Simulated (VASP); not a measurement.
# Tc (P6_3/mmc) in VASP: notebook, part 2 of 3

VASP 6.6.1. Earlier steps stand in the parts before.

### 3 Electric field gradients, LDA (volume scaled by 1.04)

Contents of INCAR:

```
PREC     = Accurate       # precision mode
ENCUT    = 520            # plane-wave cutoff, eV
EDIFF    = 1E-8           # SCF threshold, eV
ISMEAR   = -1             # smearing method
SIGMA    = 0.08           # smearing width, eV
LREAL    = False          # projectors in reciprocal space
LASPH    = True           # aspherical terms in the spheres
NELM     = 100            # most SCF steps
ALGO     = Normal         # electronic algorithm
ISIF     = 2              # what is computed and relaxed
LWAVE    = False          # write WAVECAR
LCHARG   = False          # write CHGCAR
LEFG     = True         
NBANDS   = 20             # bands
```

Contents of KPOINTS:

```
regular mesh
0
Gamma
  17 17 9
```

Contents of POSCAR:

```
Tc
1.0
    2.7760569391      0.0000000000      0.0000000000
   -1.3880284696      2.4041358317      0.0000000000
    0.0000000000      0.0000000000      4.4558750580
Tc
2
Direct
    0.3333333333      0.6666666667      0.2500000000
    0.6666666667      0.3333333333      0.7500000000
```

Potentials or basis: VASP PAW LDA potentials, release 64 (Tc_pv).

The run is started by

```
$ cat potpaw_LDA.64/Tc_pv/POTCAR > POTCAR
$ mpirun -np 1 vasp_std > vasp.out
```

OUTCAR:

```text
PREC = Accurate
   ENCUT = 520
   EDIFF = 1E-8
   ISMEAR = -1
   LREAL = False
   LASPH = True
   NELM = 100
   ISIF = 2

 ion  position               nearest neighbor table
   1  0.333  0.667  0.250-   2 2.74   2 2.74   2 2.74   2 2.74   2 2.74   2 2.74
   2  0.667  0.333  0.750-   1 2.74   1 2.74   1 2.74   1 2.74   1 2.74   1 2.74

  LATTYP: Found a hexagonal cell.
 ALAT       =     2.7760569391
 C/A-ratio  =     1.6051093892

  Lattice vectors:

 A1 = (   2.7760569391,   0.0000000000,   0.0000000000)
 A2 = (  -1.3880284696,   2.4041358317,   0.0000000000)
 A3 = (   0.0000000000,   0.0000000000,   4.4558750580)

Analysis of symmetry for initial positions (statically):
=====================================================================
 Subroutine PRICEL returns:
 Original cell was already a primitive cell.

 Routine SETGRP: Setting up the symmetry group for a
 hexagonal supercell.

 Subroutine GETGRP returns: Found 24 space group operations
 (whereof 12 operations were pure point group operations)
 out of a pool of 24 trial point group operations.

The static configuration has the point symmetry D_3d.
 The point group associated with its full space group is D_6h.

Analysis of symmetry for dynamics (positions and initial velocities):
=====================================================================
 Subroutine PRICEL returns:
 Original cell was already a primitive cell.

 Routine SETGRP: Setting up the symmetry group for a
 hexagonal supercell.

 Subroutine GETGRP returns: Found 24 space group operations
 (whereof 12 operations were pure point group operations)
 out of a pool of 24 trial point group operations.

[... 158 lines left out ...]
      1     -27.3235      2.00000
      2     -26.3323      2.00000
      3     -26.3323      2.00000
      4     -26.1648      2.00000
      5     -26.1648      2.00000
      6     -26.1309      2.00000
[... 541 lines left out ...]
     19      21.9977      0.00000
     20      25.4233      0.00000

 [... further k-points ...]

------------------------ aborting loop because EDIFF is reached ----------------------------------------

  FORCE on cell =-STRESS in cart. coord.  units (eV):
  Direction    XX          YY          ZZ          XY          YZ          ZX
  --------------------------------------------------------------------------------------
  -------------------------------------------------------------------------------------
  Total       -3.9745966     -3.9745966     -4.3042570      0.0000000      0.0000000     -0.0000000
  in kB     -214.1328356   -214.1328356   -231.8934053      0.0000000      0.0000000     -0.0000000
  external PRESSURE =    -220.0530255 kB  Pullay stress =       0.0000000 kB

 VOLUME and BASIS-vectors are now :
 -----------------------------------------------------------------------------
  energy-cutoff  :      520.00
  volume of cell :       29.74
      direct lattice vectors                 reciprocal lattice vectors
     2.776056939  0.000000000  0.000000000     0.360223159  0.207974938  0.000000000
    -1.388028470  2.404135832  0.000000000     0.000000000  0.415949876  0.000000000
     0.000000000  0.000000000  4.455875058     0.000000000  0.000000000  0.224422810

 POSITION                                       TOTAL-FORCE (eV/Angst)
 -----------------------------------------------------------------------------------
     -0.00000      1.60276      1.11397         0.000000      0.000000      0.000000
      1.38803      0.80138      3.34191        -0.000000     -0.000000      0.000000
 -----------------------------------------------------------------------------------
    total drift:                                0.000000     -0.000000      0.000000

  FREE ENERGIE OF THE ION-ELECTRON SYSTEM (eV)
  ---------------------------------------------------
  free  energy   TOTEN  =       -23.3327638071 eV

  energy  without entropy=      -23.2888538806  energy(sigma->0) =      -23.31080884

 Electric field gradients (V/A^2)
---------------------------------------------------------------------
 ion       V_xx      V_yy      V_zz      V_xy      V_xz      V_yz
---------------------------------------------------------------------
   1       8.235     8.235   -16.469     0.000     0.000    -0.000
   2       8.235     8.235   -16.469     0.000    -0.000     0.000
---------------------------------------------------------------------

 Electric field gradients after diagonalization (V/A^2)
 (convention: |V_zz| > |V_xx| > |V_yy|)
----------------------------------------------------------------------
 ion       V_xx      V_yy      V_zz     asymmetry (V_yy - V_xx)/ V_zz
----------------------------------------------------------------------
   1       8.235     8.235   -16.469       0.000
   2       8.235     8.235   -16.469       0.000
----------------------------------------------------------------------

           NMR quadrupolar parameters

 Cq : quadrupolar parameter    Cq=e*Q*V_zz/h
 eta: asymmetry parameters     (V_yy - V_xx)/ V_zz
 Q  : nuclear electric quadrupole moment in mb (millibarn)
----------------------------------------------------------------------
 ion       Cq(MHz)       eta       Q (mb)
----------------------------------------------------------------------
   1      -0.040       0.000       1.000
   2      -0.040       0.000       1.000
----------------------------------------------------------------------
```

OSZICAR:

```text
N       E                     dE             d eps       ncg     rms          rms(c)
DAV:   1     0.310616251425E+03    0.31062E+03   -0.16393E+04  6648   0.136E+03
DAV:   2    -0.171607961581E+02   -0.32778E+03   -0.32071E+03  6960   0.409E+02
DAV:   3    -0.249347164698E+02   -0.77739E+01   -0.77179E+01  7520   0.737E+01
DAV:   4    -0.249823664265E+02   -0.47650E-01   -0.47644E-01  7316   0.635E+00
DAV:   5    -0.249828332726E+02   -0.46685E-03   -0.46684E-03  7520   0.611E-01    0.193E+01
DAV:   6    -0.234924459165E+02    0.14904E+01   -0.30174E+00  7260   0.160E+01    0.530E+00
DAV:   7    -0.233455600853E+02    0.14689E+00   -0.35404E-01  7496   0.505E+00    0.809E-01
DAV:   8    -0.233327569215E+02    0.12803E-01   -0.86784E-03  6804   0.949E-01    0.147E-01
DAV:   9    -0.233327504888E+02    0.64327E-05   -0.18168E-04  7608   0.115E-01    0.315E-02
DAV:  10    -0.233327639674E+02   -0.13479E-04   -0.18409E-05  7256   0.327E-02    0.863E-03
DAV:  11    -0.233327638452E+02    0.12217E-06   -0.10933E-06  7488   0.946E-03    0.121E-03
DAV:  12    -0.233327638072E+02    0.37991E-07   -0.55774E-08  7264   0.194E-03    0.201E-04
DAV:  13    -0.233327638071E+02    0.10232E-09   -0.31823E-09  3856   0.461E-04
   1 F= -.23332764E+02 E0= -.23310809E+02  d E =-.439099E-01
```

Wall time 57 s (1 thread of Intel Xeon 6975P-C, shared host); peak memory 0.2 GiB.

Results:

```yaml
Free_energy: -23.3328 eV
Pressure: -22.0 GPa
Band_gap_on_the_k_mesh: zero (band 13 reaches 13.23 eV, above the bottom of band 14 at 10.34 eV)
```

Electric field gradients, principal values (V/Å²):
| atom | least | middle | greatest (by size) |
| --- | --- | --- | --- |
| 1 Tc | 8.235 | 8.235 | -16.469 |
| 2 Tc | 8.235 | 8.235 | -16.469 |

Caveat: without QUAD_EFG the Cq values of the log hold for a quadrupole moment of 1 mb, not for the nuclei.

(Part 2 of 3 ends here.)
